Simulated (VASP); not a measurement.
Crystal: WSe2.

```xyz
6
Lattice="3.3199 0.0000 0.0000 -1.6600 2.8751 0.0000 0.0000 0.0000 13.7372" Properties=species:S:1:pos:R:3 pbc="T T T"
W     1.6600    0.9584   10.3029
W     0.0000    1.9168    3.4343
Se    0.0000    1.9168   11.9651
Se    1.6600    0.9584    5.0965
Se    0.0000    1.9168    8.6407
Se    1.6600    0.9584    1.7721
```

Base run:

| Quantity | Value |
| --- | --- |
| Program | VASP 6.6.1 |
| Functional | LDA |
| Potentials or basis | VASP PAW LDA potentials, release 64 (W_sv, Se) |
| Cutoff | 520 eV |
| k mesh | 8 × 8 × 2 |
| Occupations | gaussian, width 0.01 eV |
| Spin | no spin polarisation |

Its results: band gap on the k mesh 1.26 eV, indirect (least direct gap 1.82 eV); pressure -4.7 GPa; largest force 0.237 eV/Å.

The run is repeated on the same cell with these changes: functional from LDA to PBE; potentials or basis from VASP PAW LDA potentials, release 64 (W_sv, Se) to VASP PAW PBE potentials, release 64 (W_sv, Se). What comes out?

Band gap on the k mesh 1.32 eV, indirect (least direct gap 1.84 eV); pressure 1.9 GPa; largest force 0.301 eV/Å.

Caveats: spin-orbit coupling is left out, which moves the levels of the heavy elements; this functional lacks dispersion, which binds the layers, so the pressure and a relaxed spacing across them are unreliable (some runs).

A k mesh can miss the band edges.
